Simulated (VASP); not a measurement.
# H18CO9 in VASP: notebook

The runs below take H18CO9 through single point, with r2SCAN+D3(BJ).

Everything below comes from runs of VASP 6.6.1. Logs are shortened: lines on timing, memory, paths and dates and some standing lists are left out, and cuts for length are marked.

### 1 The cell of the first run

The cell holds a disordered packing, 28 atoms: a = 6.702 Å, b = 6.702 Å, c = 6.702 Å, α = 90.00°, β = 90.00°, γ = 90.00°.

### 2 Single point, r2SCAN+D3(BJ)

File POSCAR:

```
H18CO9
1.0
    6.7017590000      0.0000000000      0.0000000000
    0.0000000000      6.7017590000      0.0000000000
    0.0000000000      0.0000000000      6.7017590000
O H C
9 18 1
Direct
    0.1804600852      0.4866483561      0.4872452143
   -0.0520758804      0.0394970932      0.8220080728
    0.6133016720      0.7047254310      0.4468975981
    0.2493673676     -0.0218748540      0.5058821124
    0.5993650324      0.1880998705      0.1980226385
    0.3931803576      0.5134622119      1.0795225552
    1.0005134473      0.4436596422      0.8745912827
    0.7677536599      0.7578458133      0.0705635640
    0.5658216000      0.2788223211      0.5979325726
    0.2981306848      0.4376462955      0.5571820771
    0.2305066476      0.5137457196      0.3507586590
   -0.0115492067      0.1694182080      0.8577748021
    0.0410340032      0.0121162220      0.7103209769
    0.7304201777      0.7158120726      0.3612185995
    0.6442189282      0.5920833620      0.5299056561
    0.2280595288      0.0923041249      0.4214714376
    0.3656801147     -0.0801282171      0.4373926308
    0.6417121236      0.0565075527      0.1468868099
    0.6084223560      0.2090645157      0.3448646840
    0.4803515017      0.6126898923      1.1403722515
    0.4386609545      0.3804225130      1.1081568287
    1.1233916349      0.4916172008      0.9364407165
    1.0226270446      0.4925870954      0.7316288157
    0.8500753310      0.8560439132     -0.0017308889
    0.8023266727      0.6337440663      0.0018502605
    0.6044084844     -0.0179057468      0.6538432671
    0.5309800009      0.1557799975      0.8687420720
    0.5741925366      0.1368148273      0.7133947968
```

File INCAR.step1:

```
PREC     = Accurate       # precision mode
ENCUT    = 580            # plane-wave cutoff, eV
ISMEAR   = -1             # smearing method
SIGMA    = 0.02           # smearing width, eV
LREAL    = False          # projectors in reciprocal space
LASPH    = True           # aspherical terms in the spheres
NELM     = 120            # most SCF steps
NBANDS   = 58             # bands
GGA      = PE             # functional
ALGO     = Normal         # electronic algorithm
EDIFF    = 1E-5           # SCF threshold, eV
LWAVE    = True           # write WAVECAR
LCHARG   = False          # write CHGCAR
GGA_COMPAT= False
```

File INCAR.step2:

```
PREC     = Accurate       # precision mode
ENCUT    = 580            # plane-wave cutoff, eV
EDIFF    = 1E-6           # SCF threshold, eV
ISMEAR   = -1             # smearing method
SIGMA    = 0.02           # smearing width, eV
LREAL    = False          # projectors in reciprocal space
LASPH    = True           # aspherical terms in the spheres
NELM     = 120            # most SCF steps
ALGO     = Normal         # electronic algorithm
ISIF     = 2              # what is computed and relaxed
LWAVE    = False          # write WAVECAR
LCHARG   = True           # write CHGCAR
METAGGA  = R2SCAN         # meta-GGA
LMIXTAU  = True         
IVDW     = 12             # dispersion correction
VDW_S6   = 1.0          
VDW_S8   = 0.78981345   
VDW_A1   = 0.49484001   
VDW_A2   = 5.73083694   
LELF     = True           # ELF
LVHAR    = True         
NBANDS   = 58             # bands
ISTART   = 1            
GGA_COMPAT= False
```

File KPOINTS:

```
regular mesh
0
Gamma
  1 1 1
```

Potentials or basis: VASP PAW PBE potentials, release 64 (O, H, C).

Started as:

```
> cat potpaw_PBE.64/O/POTCAR potpaw_PBE.64/H/POTCAR potpaw_PBE.64/C/POTCAR > POTCAR
> cp INCAR.step1 INCAR
> mpirun -np 1 vasp_gam > vasp.out
> cp INCAR.step2 INCAR
> mpirun -np 1 vasp_gam > vasp.out
```

OUTCAR:

```text
PREC = Accurate
   ENCUT = 580
   EDIFF = 1E-6
   ISMEAR = -1
   LREAL = False
   LASPH = True
   NELM = 120
   ISIF = 2
   METAGGA = R2SCAN
   IVDW = 12
   ISTART = 1
 IVDW          = 12

 ion  position               nearest neighbor table
   1  0.180  0.487  0.487-  10 0.97  11 0.99
   2  0.948  0.039  0.822-  12 0.94  13 0.99
   3  0.613  0.705  0.447-  15 0.96  14 0.98
   4  0.249  0.978  0.506-  16 0.96  17 0.99
   5  0.599  0.188  0.198-  18 0.99  19 1.00
   6  0.393  0.513  0.080-  21 0.96  20 0.97
   7  0.001  0.444  0.875-  22 0.98  23 1.02
   8  0.768  0.758  0.071-  25 0.98  24 0.99
   9  0.566  0.279  0.598-  28 1.23
  10  0.298  0.438  0.557-   1 0.97
  11  0.231  0.514  0.351-   1 0.99
  12  0.988  0.169  0.858-   2 0.94
  13  0.041  0.012  0.710-   2 0.99
  14  0.730  0.716  0.361-   3 0.98
[... 11 lines left out ...]
  26  0.604  0.982  0.654-  28 1.13
  27  0.531  0.156  0.869-  28 1.09
  28  0.574  0.137  0.713-  27 1.09  26 1.13   9 1.23

  LATTYP: Found a simple cubic cell.
 ALAT       =     6.7017590000

  Lattice vectors:

 A1 = (   6.7017590000,   0.0000000000,   0.0000000000)
 A2 = (   0.0000000000,   6.7017590000,   0.0000000000)
 A3 = (   0.0000000000,   0.0000000000,   6.7017590000)

Analysis of symmetry for initial positions (statically):
=====================================================================
 Subroutine PRICEL returns:
 Original cell was already a primitive cell.

 Routine SETGRP: Setting up the symmetry group for a
 simple cubic supercell.

 Subroutine GETGRP returns: Found  1 space group operations
 (whereof  1 operations were pure point group operations)
 out of a pool of 48 trial point group operations.

The static configuration has the point symmetry C_1 .

Analysis of symmetry for dynamics (positions and initial velocities):
=====================================================================
 Subroutine PRICEL returns:
 Original cell was already a primitive cell.

 Routine SETGRP: Setting up the symmetry group for a
 simple cubic supercell.

 Subroutine GETGRP returns: Found  1 space group operations
 (whereof  1 operations were pure point group operations)
 out of a pool of 48 trial point group operations.

The dynamic configuration has the point symmetry C_1 .

 Subroutine INISYM returns: Found  1 space group operations
 (whereof  1 operations are pure point group operations),
 and found     1 'primitive' translations

----------------------------------------------------------------------------------------

                                     Primitive cell

  volume of cell :     300.9999

  direct lattice vectors                    reciprocal lattice vectors
     6.701759000  0.000000000  0.000000000     0.149214557  0.000000000  0.000000000
     0.000000000  6.701759000  0.000000000     0.000000000  0.149214557  0.000000000
     0.000000000  0.000000000  6.701759000     0.000000000  0.000000000  0.149214557

  length of vectors
     6.701759000  6.701759000  6.701759000     0.149214557  0.149214557  0.149214557

  position of ions in fractional coordinates (direct lattice)
     0.180460085  0.486648356  0.487245214
     0.947924120  0.039497093  0.822008073
     0.613301672  0.704725431  0.446897598
     0.249367368  0.978125146  0.505882112
     0.599365032  0.188099870  0.198022638
     0.393180358  0.513462212  0.079522555
[... 20 lines left out ...]
     0.530980001  0.155779997  0.868742072
     0.574192537  0.136814827  0.713394797

  ion indices of the primitive-cell ions
   primitive index   ion index
                 1           1
                 2           2
                 3           3
                 4           4
                 5           5
                 6           6
[... 20 lines left out ...]
                27          27
                28          28

----------------------------------------------------------------------------------------

 KPOINTS: regular mesh

Automatic generation of k-mesh.
 Grid dimensions read from file:
 generate k-points for:    1    1    1

 Generating k-lattice:

  Cartesian coordinates                     Fractional coordinates (reciprocal lattice)
     0.149214557  0.000000000  0.000000000     1.000000000  0.000000000  0.000000000
     0.000000000  0.149214557  0.000000000     0.000000000  1.000000000  0.000000000
     0.000000000  0.000000000  0.149214557     0.000000000  0.000000000  1.000000000

  Length of vectors
     0.149214557  0.149214557  0.149214557

  Shift w.r.t. Gamma in fractional coordinates (k-lattice)
     0.000000000  0.000000000  0.000000000

 Subroutine IBZKPT returns following result:
 ===========================================

 Found      1 irreducible k-points:

 Following reciprocal coordinates:
            Coordinates               Weight
  0.000000  0.000000  0.000000      1.000000
   k-points           NKPTS =      1   k-points in BZ     NKDIM =      1   number of bands    NBANDS=     58
   number of dos      NEDOS =    301   number of ions     NIONS =     28
   total plane-waves  NPLWV = 157464
   dimension x,y,z NGX =    54 NGY =   54 NGZ =   54
   dimension x,y,z NGXF=   108 NGYF=  108 NGZF=  108
   ions per type =               9  18   1
   NGX,Y,Z   is equivalent  to a cutoff of  13.40, 13.40, 13.40 a.u.
   NGXF,Y,Z  is equivalent  to a cutoff of  26.79, 26.79, 26.79 a.u.
 SYSTEM =  unknown system
   PREC   = accura    normal or accurate (medium, high low for compatibility)
   ISTART =      1    job   : 0-new  1-cont  2-samecut
   ICHARG =      0    charge: 1-file 2-atom 10-const
   ISPIN  =      1    spin polarized calculation?
   LNONCOLLINEAR =      F non collinear calculations
   LSORBIT =      F    spin-orbit coupling
   LASPH  =      T    aspherical Exc in radial PAW
   ENCUT  =  580.0 eV  42.63 Ry    6.53 a.u.  13.16 13.16 13.16*2*pi/ulx,y,z
   NELM   =    120;   NELMIN=  2; NELMDL=  0     # of ELM steps
   EDIFF  = 0.1E-05   stopping-criterion for ELM
   LREAL  =      F    real-space projection
   EDIFFG = 0.1E-04   stopping-criterion for IOM
   NSW    =      0    number of steps for IOM
   IBRION =     -1    ionic relax: 0-MD 1-quasi-New 2-CG
   NFREE  =      0    steps in history (QN), initial steepest desc. (CG)
   ISIF   =      2    stress and relaxation
   ISYM   =      2    0-nonsym 1-usesym 2-fastsym
   POTIM  = 0.5000    time-step for ionic-motion
   TEBEG  =    0.0;   TEEND  =   0.0 temperature during run
   PSTRESS=    0.0 pullay stress
   NELECT =      76.0000    total number of electrons
   NUPDOWN=      -1.0000    fix difference up-down
   EMIN   =  10.00;   EMAX   =-10.00  energy-range for DOS
   EFERMI =   0.00;   METHOD = LEGACY
   ISMEAR =    -1;   SIGMA  =   0.02  broadening in eV -4-tet -1-fermi 0-gaus
   EFERMI_NEDOS =   21; number of points for ismear=-14 and -15
   IALGO  =     38    algorithm
   IMIX   =      4    mixing-type and parameters
     AMIX     =   0.40;   BMIX     =  1.00
     AMIX_MAG =   1.60;   BMIX_MAG =  1.00
  volume/ion in A,a.u.               =      10.75        72.54
  Fermi-wavevector in a.u.,A,eV,Ry     =   1.034722  1.955342 14.567086  1.070651
  Thomas-Fermi vector in A             =   2.169031
   LORBIT       =      0    0 simple, 1 ext, 2 COOP (PROOUT), +10 PAW based schemes
   METAGGA = R2SCAN    functional components
   LHFCALC =     F    Hartree Fock is set to
   AEXX    =    0.0000 exact exchange contribution
   IVDW    =    12    specifies the selected vdW correction
   LEPSILON=     F    determine dielectric tensor
   LRPA    =     F    only Hartree local field effects (RPA)
 non-spin polarized calculation
  energy-cutoff  :      580.00
  volume of cell :      301.00
 maximum number of plane-waves:      4814
 NGX is ok and might be reduce to    54
   NGX = 27   NGY = 27   NGZ = 27

 number of electron      76.0000009 magnetization

 Free energy of the ion-electron system (eV)
  ---------------------------------------------------
  ext. energy  EPLUGINS =         0.00000000
  ---------------------------------------------------
  free energy    TOTEN  =      -150.02214891 eV

  energy without entropy =     -150.02214891  energy(sigma->0) =     -150.02214891

 E-fermi :  -3.5207     XC(G=0):  -6.9171

 val. band max:       -4.0306037354   @ k =   0.0000   0.0000   0.0000
 cond. band min:       0.6597555723   @ k =   0.0000   0.0000   0.0000
 fundamental gap:      4.6903593077
 Fermi energy:        -3.5207219897

 k-point     1 :       0.0000    0.0000    0.0000
  band No.  band energies     occupation
      1     -25.3699      2.00000
      2     -23.9622      2.00000
      3     -23.7834      2.00000
      4     -23.7423      2.00000
      5     -23.5844      2.00000
      6     -23.4872      2.00000
[... 42 lines left out ...]
     49       6.3451      0.00000
     50       6.6884      0.00000
 [bands above 50 left out]

------------------------ aborting loop because EDIFF is reached ----------------------------------------

 Edisp (eV)   -0.46683

 E8    (eV) :    -0.0689

  FORCE on cell =-STRESS in cart. coord.  units (eV):
  Direction    XX          YY          ZZ          XY          YZ          ZX
  --------------------------------------------------------------------------------------
  -------------------------------------------------------------------------------------
  Total      -3.67041    -1.14292    -5.32647     0.86652    -0.76236     2.65372
  in kB     -19.53703    -6.08360   -28.35199     4.61234    -4.05795    14.12533
  external pressure =      -17.99 kB  Pullay stress =        0.00 kB

 VOLUME and BASIS-vectors are now :
 -----------------------------------------------------------------------------
  energy-cutoff  :      580.00
  volume of cell :      301.00
      direct lattice vectors                 reciprocal lattice vectors
     6.701759000  0.000000000  0.000000000     0.149214557  0.000000000  0.000000000
     0.000000000  6.701759000  0.000000000     0.000000000  0.149214557  0.000000000
     0.000000000  0.000000000  6.701759000     0.000000000  0.000000000  0.149214557

 POSITION                                       TOTAL-FORCE (eV/Angst)
 -----------------------------------------------------------------------------------
      1.20940      3.26140      3.26540         0.462979     -0.281555     -0.550840
      6.35276      0.26470      5.50890         0.375866     -1.551095     -1.196203
      4.11020      4.72290      2.99500         0.347259      0.231507     -0.200177
      1.67120      6.55516      3.39030         0.676811     -0.090492     -0.765548
      4.01680      1.26060      1.32710        -0.130399     -0.399945     -0.393053
      2.63500      3.44110      0.53294        -1.172621      0.934664     -0.179821
[... 20 lines left out ...]
      3.55850      1.04400      5.82210         0.209346      0.084565      0.548436
      3.84810      0.91690      4.78100        -0.289040     -0.956962     -1.267764
 -----------------------------------------------------------------------------------
    total drift:                                0.001723     -0.001063     -0.001579

  FREE ENERGIE OF THE ION-ELECTRON SYSTEM (eV)
  ---------------------------------------------------
  free  energy   TOTEN  =      -150.4889813816 eV

  energy  without entropy=     -150.4889813816  energy(sigma->0) =     -150.48898138
```

Wall time 95 s (1 thread of AMD EPYC 9R45 (Zen 5), shared host); peak memory 0.38 GiB.

Results:

```
Free energy                : -150.4890 eV
Pressure                   : -1.8 GPa
Largest force              : 2.225 eV/Å
Dispersion energy per atom : -0.017 eV
```

Forces on the atoms (eV/Å):
```
O    0.463 -0.282 -0.551
O    0.376 -1.551 -1.196
O    0.347  0.232 -0.200
O    0.677 -0.090 -0.766
O   -0.130 -0.400 -0.393
O   -1.173  0.935 -0.180
O    0.620  0.997 -1.890
O    0.402  0.221 -0.323
O    0.396  0.009 -0.111
H   -0.122  0.172 -0.170
H   -0.319 -0.025  0.721
H    0.104  1.883  0.732
H   -0.567 -0.389  0.532
H   -0.265  0.201 -0.285
H   -0.268 -0.326  0.393
H   -0.386  0.439  0.045
H   -0.543 -0.401  0.745
H   -0.174  0.762  1.041
H    0.159 -0.530 -0.362
H    0.059 -0.554 -0.158
H    0.852 -0.353  0.367
H    0.040 -0.083  0.349
H   -0.378 -0.792  1.552
H   -0.123 -0.110  0.051
H    0.017  0.046  0.175
H    0.014  0.861  0.601
H    0.209  0.085  0.548
C   -0.289 -0.957 -1.268
```

Levels at points of the mesh, in eV from the Fermi level:
```tsv
k point	band 36	band 37	band 38	band 39	band 40	band 41
(0.00, 0.00, 0.00)	-0.92	-0.84	-0.51	4.18	4.85	7.72
```

Caveat: the k points lie up to 0.94 Å⁻¹ apart, too coarse for converged energies, forces and pressures; the PAW data sets were made with another functional, which shifts forces and pressure a little.

(Part 1 of 2 ends here.)
